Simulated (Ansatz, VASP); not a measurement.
## In: VASP beside Ansatz

```
In
1.0
     3.35359    0.00000    0.00000
    -1.67679    2.90429    0.00000
     0.00000    0.00000   11.16935
In
4
Direct
  0.00000 0.00000 0.00000
  0.33333 0.66667 0.25000
  0.00000 0.00000 0.50000
  0.66667 0.33333 0.75000
```

Alike in both runs: task relaxation of cell and atoms; functional PBE; k mesh 12 × 12 × 4; occupations gaussian, width 0.1 eV; no spin polarisation.

|  | VASP | Ansatz |
| --- | --- | --- |
| version | VASP 6.6.1 | Ansatz 0.2.0 |
| potentials or method | VASP PAW PBE potentials, release 64 (In_d), cutoff 500 eV | scalar-relativistic, plane waves, PAW |
| valence electrons in the cell | 52 | 52 |

VASP gave:

* gap on the k mesh at the Fermi level, each at its own relaxed structure (eV): none
* relaxed volume (Å³/atom): 27.47
* relaxed cell length with the largest relative difference (Å): 3.386

**Question.** Estimate Ansatz's values.

**Answer.** gap on the k mesh at the Fermi level, each at its own relaxed structure (eV): none; relaxed volume (Å³/atom): 27.51; relaxed cell length with the largest relative difference (Å): 3.389.

A gap of «none» marks a metal or a gap that the smearing closes.
